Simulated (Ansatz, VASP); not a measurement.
## One calculation of In3GaP4, two programs

Contents of INCAR:

```
SYSTEM = In3GaP4
ALGO = Normal
EDIFF = 1E-7
ENCUT = 520
GGA = PE
ISIF = 2
ISMEAR = 0
LASPH = .True.
LCHARG = .False.
LREAL = .False.
LWAVE = .False.
NBANDS = 46
NELM = 60
PREC = Accurate
SIGMA = 0.01
```

The input KPOINTS:

```
k-points
0
Gamma
  6 6 6
  0 0 0
```

File POSCAR:

```
In3GaP4
1.0
   -2.9225850793      2.9225850793      5.8360107835
    2.9225850793     -2.9225850793      5.8360107835
    2.9225850793      2.9225850793     -5.8360107835
Ga P In
1 4 3
Direct
    0.0000000000      0.0000000000      0.0000000000
    0.3563799063      0.3563799063      0.4733745763
    0.1169946699      0.6436200937      0.0000000000
    0.8830053301      0.8830053301      0.5266254237
    0.6436200937      0.1169946699      0.0000000000
    0.7500000000      0.2500000000      0.5000000000
    0.5000000000      0.5000000000      0.0000000000
    0.2500000000      0.7500000000      0.5000000000
```

Input for Ansatz:

```yaml
crystal:
  lattice:
    - [-2.9225850793, 2.9225850793, 5.8360107835]
    - [2.9225850793, -2.9225850793, 5.8360107835]
    - [2.9225850793, 2.9225850793, -5.8360107835]
  atoms:
    - { symbol: Ga, position: [0.0, 0.0, 0.0] }
    - { symbol: P, position: [0.3563799063, 0.3563799063, 0.4733745763] }
    - { symbol: In, position: [0.75, 0.25, 0.5] }
    - { symbol: P, position: [0.1169946699, 0.6436200937, 0.0] }
    - { symbol: In, position: [0.5, 0.5, 0.0] }
    - { symbol: P, position: [0.8830053301, 0.8830053301, 0.5266254237] }
    - { symbol: In, position: [0.25, 0.75, 0.5] }
    - { symbol: P, position: [0.6436200937, 0.1169946699, 0.0] }
kpoints:
  mp_grid: { grid: [6, 6, 6] }
hamiltonian:
  xc: pbe
scf:
  occupations: { method: fixed }
  n_extra_bands: 6
output:
  forces: true
  stress: true
  eigenvalues: true
```

Alike in both runs: task single point; functional PBE; k mesh 6 × 6 × 6; no spin polarisation.

```csv
,VASP,Ansatz
version,VASP 6.6.1,Ansatz 0.2.0
potentials or method,"VASP PAW PBE potentials, release 64 (Ga_d, P, In_d)","plane waves, PAW"
plane-wave cutoff (eV),520,420
occupations,"gaussian, width 0.01 eV",fixed
valence electrons in the cell,72,72
```

|  | VASP | Ansatz | Ansatz less VASP |
| --- | --- | --- | --- |
| gap on the k mesh at the Fermi level (eV) | 0.64 | 0.64 | +0.003 |
| pressure (GPa) | 0.0 | 0.0 | +0.04 |
